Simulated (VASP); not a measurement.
A run of VASP 6.6.1 is set up as follows.

The input INCAR:

```
SYSTEM = Zn
PREC     = Accurate       ! precision mode
ENCUT    = 500            ! plane-wave cutoff, eV
EDIFF    = 1E-6           ! SCF threshold, eV
ISMEAR   = -1             ! smearing method
SIGMA    = 0.1            ! smearing width, eV
LREAL    = .False.        ! projectors in reciprocal space
LASPH    = .True.         ! aspherical terms in the spheres
NELM     = 120            ! most SCF steps
ALGO     = Normal         ! electronic algorithm
ISIF     = 2              ! what is computed and relaxed
LWAVE    = .False.        ! write WAVECAR
LCHARG   = .False.        ! write CHGCAR
GGA      = PE             ! functional
NBANDS   = 32             ! bands
GGA_COMPAT= .False.
```

KPOINTS

```
regular mesh
0
Gamma
  2 2 2
  0 0 0
```

POSCAR

```
Zn
1.0
    3.9281036900      0.0000000000      0.0000000000
    0.0000000000      3.9281036900      0.0000000000
    0.0000000000      0.0000000000      3.9281036900
Zn
4
Direct
    0.5000000000      0.5000000000      0.0000000000
    0.0000000000      0.0000000000      0.0000000000
    0.5000000000      0.0000000000      0.5000000000
    0.0000000000      0.5000000000      0.5000000000
```

Potentials or basis: VASP PAW PBE potentials, release 64 (Zn).

Launch:

```console
$ cat potpaw_PBE.64/Zn/POTCAR > POTCAR
$ mpirun -np 1 vasp_std > vasp.out
```

Q: Estimate the pressure.

A: 2.8 GPa.

Q: Estimate the band gap on the k mesh.

A: Zero (band 24 reaches 5.36 eV, above the bottom of band 25 at 1.73 eV).

Caveat: the k points lie up to 0.80 Å⁻¹ apart.
